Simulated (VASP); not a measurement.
# Cs (Pm-3n) in VASP: single point with PBEsol

Aim: the single point of Cs with PBEsol.

Program: VASP 6.6.1. These are calculated values, not measurements. Logs are shortened: lines on timing, memory, paths and dates and some standing lists are left out, and cuts for length are marked.

### 1 The cell of the first run

Symmetry: Pm-3n, No. 223, cubic system. Conventional cell: a = 9.596 Å, b = 9.596 Å, c = 9.596 Å, α = 90.00°, β = 90.00°, γ = 90.00°.

### 2 Single point, PBEsol

Input file INCAR:

```
SYSTEM = Cs
PREC = Accurate
ENCUT = 520
EDIFF = 1E-6
ISMEAR = 0
SIGMA = 0.1
LREAL = .False.
LASPH = .True.
NELM = 100
ALGO = Fast
ISIF = 2
LWAVE = .False.
LCHARG = .False.
GGA = PS
NBANDS = 46
```

Input file KPOINTS:

```
Automatic mesh
0
Gamma
  4 4 4
  0 0 0
```

Input file POSCAR:

```
Cs
1.0
    9.5958230189      0.0000000000      0.0000000000
    0.0000000000      9.5958230189      0.0000000000
    0.0000000000      0.0000000000      9.5958230189
Cs
8
Direct
    0.0000000000      0.2500000000      0.5000000000
    0.0000000000      0.7500000000      0.5000000000
    0.5000000000      0.0000000000      0.7500000000
    0.5000000000      0.0000000000      0.2500000000
    0.7500000000      0.5000000000      0.0000000000
    0.2500000000      0.5000000000      0.0000000000
    0.5000000000      0.5000000000      0.5000000000
    0.0000000000      0.0000000000      0.0000000000
```

Potentials or basis: VASP PAW PBE potentials, release 64 (Cs_sv).

Command:

```
$ cat potpaw_PBE.64/Cs_sv/POTCAR > POTCAR
$ mpirun -np 1 vasp_std > vasp.out
```

OUTCAR:

```text
SYSTEM = Cs
   PREC = Accurate
   ENCUT = 520
   EDIFF = 1E-6
   ISMEAR = 0
   LREAL = .False.
   LASPH = .True.
   NELM = 100
   ISIF = 2
   GGA = PS

 ion  position               nearest neighbor table
   1  0.000  0.250  0.500-
   2  0.000  0.750  0.500-
   3  0.500  0.000  0.750-
   4  0.500  0.000  0.250-
   5  0.750  0.500  0.000-
   6  0.250  0.500  0.000-
   7  0.500  0.500  0.500-
   8  0.000  0.000  0.000-

  LATTYP: Found a simple cubic cell.
 ALAT       =     9.5958230189

  Lattice vectors:

 A1 = (   9.5958230189,   0.0000000000,   0.0000000000)
 A2 = (   0.0000000000,   9.5958230189,   0.0000000000)
 A3 = (   0.0000000000,   0.0000000000,   9.5958230189)

Analysis of symmetry for initial positions (statically):
=====================================================================
 Subroutine PRICEL returns:
 Original cell was already a primitive cell.

 Routine SETGRP: Setting up the symmetry group for a
 simple cubic supercell.

 Subroutine GETGRP returns: Found 48 space group operations
 (whereof 24 operations were pure point group operations)
 out of a pool of 48 trial point group operations.

The static configuration has the point symmetry T_h .
 The point group associated with its full space group is O_h .

Analysis of symmetry for dynamics (positions and initial velocities):
=====================================================================
 Subroutine PRICEL returns:
 Original cell was already a primitive cell.

 Routine SETGRP: Setting up the symmetry group for a
 simple cubic supercell.

 Subroutine GETGRP returns: Found 48 space group operations
 (whereof 24 operations were pure point group operations)
 out of a pool of 48 trial point group operations.

The dynamic configuration has the point symmetry T_h .
 The point group associated with its full space group is O_h .

 Subroutine INISYM returns: Found 48 space group operations
 (whereof 24 operations are pure point group operations),
 and found     1 'primitive' translations

----------------------------------------------------------------------------------------

                                     Primitive cell

[... 87 lines left out ...]
   EDIFF  = 0.1E-05   stopping-criterion for ELM
   LREAL  =      F    real-space projection
   EDIFFG = 0.1E-04   stopping-criterion for IOM
   NSW    =      0    number of steps for IOM
   IBRION =     -1    ionic relax: 0-MD 1-quasi-New 2-CG
   NFREE  =      0    steps in history (QN), initial steepest desc. (CG)
   ISIF   =      2    stress and relaxation
   ISYM   =      2    0-nonsym 1-usesym 2-fastsym
   POTIM  = 0.5000    time-step for ionic-motion
   TEBEG  =    0.0;   TEEND  =   0.0 temperature during run
   PSTRESS=    0.0 pullay stress
   NELECT =      72.0000    total number of electrons
   NUPDOWN=      -1.0000    fix difference up-down
   EMIN   =  10.00;   EMAX   =-10.00  energy-range for DOS
   EFERMI =   0.00;   METHOD = LEGACY
   ISMEAR =     0;   SIGMA  =   0.10  broadening in eV -4-tet -1-fermi 0-gaus
   EFERMI_NEDOS =   21; number of points for ismear=-14 and -15
   IALGO  =     68    algorithm
   IMIX   =      4    mixing-type and parameters
     AMIX     =   0.40;   BMIX     =  1.00
     AMIX_MAG =   1.60;   BMIX_MAG =  1.00
  volume/ion in A,a.u.               =     110.45       745.34
  Fermi-wavevector in a.u.,A,eV,Ry     =   0.709747  1.341227  6.853806  0.503740
  Thomas-Fermi vector in A             =   1.796411
   LORBIT       =      0    0 simple, 1 ext, 2 COOP (PROOUT), +10 PAW based schemes
   GGA     = PS    functional components
   LHFCALC =     F    Hartree Fock is set to
   AEXX    =    0.0000 exact exchange contribution
   IVDW    =     0    specifies the selected vdW correction
   LEPSILON=     F    determine dielectric tensor
   LRPA    =     F    only Hartree local field effects (RPA)
 non-spin polarized calculation
 RMM-DIIS sequential band-by-band and
 Gauss-broadening in eV      SIGMA  =   0.10
  energy-cutoff  :      520.00
  volume of cell :      883.58
 maximum number of plane-waves:     23847
 NGX is ok and might be reduce to    72
   NGX = 35   NGY = 35   NGZ = 35

 number of electron      72.0000004 magnetization

 Free energy of the ion-electron system (eV)
  ---------------------------------------------------
  ext. energy  EPLUGINS =         0.00000000
  ---------------------------------------------------
  free energy    TOTEN  =        -7.50082400 eV

  energy without entropy =       -7.46027407  energy(sigma->0) =       -7.48054903

 E-fermi :   0.4616     XC(G=0):  -5.5806

 val. band max:        0.4489658357   @ k =   0.2500   0.0000   0.0000
 cond. band min:       0.4673566865   @ k =   0.2500   0.0000   0.0000
 fundamental gap:      0.0183908508
 Fermi energy:         0.4615548938

 k-point     1 :       0.0000    0.0000    0.0000
  band No.  band energies     occupation
      1     -23.3596      2.00000
      2     -23.3556      2.00000
      3     -23.3556      2.00000
      4     -23.3493      2.00000
      5     -23.3473      2.00000
      6     -23.3447      2.00000
[... 479 lines left out ...]
     45       1.9551      0.00000
     46       1.9600      0.00000

------------------------ aborting loop because EDIFF is reached ----------------------------------------

  FORCE on cell =-STRESS in cart. coord.  units (eV):
  Direction    XX          YY          ZZ          XY          YZ          ZX
  --------------------------------------------------------------------------------------
  -------------------------------------------------------------------------------------
  Total       -0.0559744     -0.0559744     -0.0559744      0.0000000      0.0000000     -0.0000000
  in kB       -0.1014970     -0.1014970     -0.1014970      0.0000000      0.0000000     -0.0000000
  external PRESSURE =      -0.1014970 kB  Pullay stress =       0.0000000 kB

 VOLUME and BASIS-vectors are now :
 -----------------------------------------------------------------------------
  energy-cutoff  :      520.00
  volume of cell :      883.58
      direct lattice vectors                 reciprocal lattice vectors
     9.595823019  0.000000000  0.000000000     0.104212010  0.000000000  0.000000000
     0.000000000  9.595823019  0.000000000     0.000000000  0.104212010  0.000000000
     0.000000000  0.000000000  9.595823019     0.000000000  0.000000000  0.104212010

 POSITION                                       TOTAL-FORCE (eV/Angst)
 -----------------------------------------------------------------------------------
      0.00000      2.39896      4.79791         0.000000      0.000000     -0.000000
      0.00000      7.19687      4.79791        -0.000000      0.000000      0.000000
      4.79791      0.00000      7.19687         0.000000      0.000000     -0.000000
      4.79791      0.00000      2.39896        -0.000000      0.000000     -0.000000
      7.19687      4.79791      0.00000         0.000000     -0.000000      0.000000
      2.39896      4.79791      0.00000        -0.000000      0.000000      0.000000
      4.79791      4.79791      4.79791        -0.000000      0.000000     -0.000000
      0.00000      0.00000      0.00000        -0.000000      0.000000     -0.000000
 -----------------------------------------------------------------------------------
    total drift:                                0.000000      0.000000      0.000000

  FREE ENERGIE OF THE ION-ELECTRON SYSTEM (eV)
  ---------------------------------------------------
  free  energy   TOTEN  =        -7.5008239951 eV

  energy  without entropy=       -7.4602740721  energy(sigma->0) =       -7.48054903
```

OSZICAR:

```text
N       E                     dE             d eps       ncg     rms          rms(c)
DAV:   1     0.606201109675E+03    0.60620E+03   -0.23887E+04   920   0.115E+03
DAV:   2     0.882182716890E+02   -0.51798E+03   -0.51009E+03  1356   0.205E+02
DAV:   3    -0.501374273076E+01   -0.93232E+02   -0.92800E+02  1118   0.857E+01
DAV:   4    -0.747563102380E+01   -0.24619E+01   -0.24551E+01  1098   0.178E+01
DAV:   5    -0.749978289095E+01   -0.24152E-01   -0.24133E-01  1136   0.175E+00    0.373E-01
RMM:   6    -0.749810363827E+01    0.16793E-02   -0.11475E-02  1117   0.362E-01    0.257E-01
RMM:   7    -0.750032060142E+01   -0.22170E-02   -0.33727E-02  1111   0.543E-01    0.948E-02
RMM:   8    -0.750075344610E+01   -0.43284E-03   -0.20532E-03  1173   0.161E-01    0.110E-02
RMM:   9    -0.750081460390E+01   -0.61158E-04   -0.51542E-04  1199   0.654E-02    0.578E-03
RMM:  10    -0.750082193935E+01   -0.73354E-05   -0.95488E-05  1197   0.281E-02    0.336E-03
RMM:  11    -0.750082332551E+01   -0.13862E-05   -0.28760E-05  1194   0.135E-02    0.104E-03
RMM:  12    -0.750082399507E+01   -0.66955E-06   -0.64921E-06   953   0.612E-03
   1 F= -.75008240E+01 E0= -.74805490E+01  d E =-.405499E-01
```

stdout:

```text
POSCAR found type information on POSCAR Cs
 POSCAR found :  1 types and       8 ions
 scaLAPACK will be used
 -----------------------------------------------------------------------------
|                                                                             |
|                                                                             |
|     You enforced a specific xc type in the INCAR file but a different       |
|     I HOPE YOU KNOW WHAT YOU ARE DOING!                                     |
|                                                                             |
 -----------------------------------------------------------------------------

 LDA part: xc-table for (Slater+PW92), standard interpolation
 POSCAR, INCAR and KPOINTS ok, starting setup
 FFT: planning ... GRIDC
 FFT: planning ... GRID_SOFT
 FFT: planning ... GRID
 WAVECAR not read
 entering main loop
```

Run time: 3.7 min. Hardware: 1 thread of Intel Xeon 6975P-C (Granite Rapids), shared host; peak memory 0.82 GiB.

What came out:

```yaml
Free_energy: -7.5008 eV
Pressure: 0.0 GPa
Band_gap_on_the_k_mesh: zero (bands 36 and 37 overlap by 0.38 eV)
```

Levels at points of the mesh, in eV from the Fermi level:
| k point | band 34 | band 35 | band 36 | band 37 | band 38 | band 39 |
| --- | --- | --- | --- | --- | --- | --- |
| (0.00, 0.00, 0.00) | -0.12 | -0.12 | -0.05 | 0.33 | 0.33 | 0.33 |
| (0.50, 0.00, 0.00) | -1.17 | 0.12 | 0.12 | 0.31 | 0.31 | 0.64 |
| (0.50, 0.50, 0.00) | -0.68 | -0.68 | -0.67 | 0.32 | 0.44 | 0.44 |
| (0.50, 0.50, 0.50) | -0.26 | -0.26 | -0.26 | -0.26 | -0.26 | -0.26 |

Caveat: the PAW data sets were made with another functional, which shifts forces and pressure a little; spin-orbit coupling is left out, which moves the levels of the heavy elements.
